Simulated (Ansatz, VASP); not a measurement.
**One calculation of Mg2B3, two programs**

```xyz
5
Lattice="4.2917 0.0000 0.0000 0.0000 4.2917 0.0000 0.0000 0.0000 4.2917" Properties=species:S:1:pos:R:3 pbc="T T T"
Mg    2.1458    2.1458    2.1458
Mg    0.0000    0.0000    0.0000
B     0.0000    2.1458    2.1458
B     2.1458    0.0000    2.1458
B     2.1458    2.1458    0.0000
```

Alike in both runs: functional PBE; k mesh 10 × 10 × 10; occupations gaussian, width 0.1 eV; no spin polarisation.

Ansatz relaxed the structure, and its values are those at the end. VASP's run is a single point on that final structure, the one shown.

```csv
,VASP,Ansatz
version,VASP 6.6.1,Ansatz 0.2.0
potentials or method,"VASP PAW PBE potentials, release 64 (Mg, B), cutoff 520 eV","scalar-relativistic, plane waves, PAW"
valence electrons in the cell,13,29
```

|  | VASP | Ansatz | Ansatz less VASP |
| --- | --- | --- | --- |
| gap on the k mesh at the Fermi level (eV) | none | none | - |
| pressure (GPa) | 0.1 | 0.0 | -0.09 |

A gap of «none» marks a metal or a gap that the smearing closes. The functional is the same, so the differences come from potentials, cutoffs and numerics. VASP's potentials hold 13 valence electrons a cell and Ansatz's 29, so a difference there can come from the potentials and not from the codes.
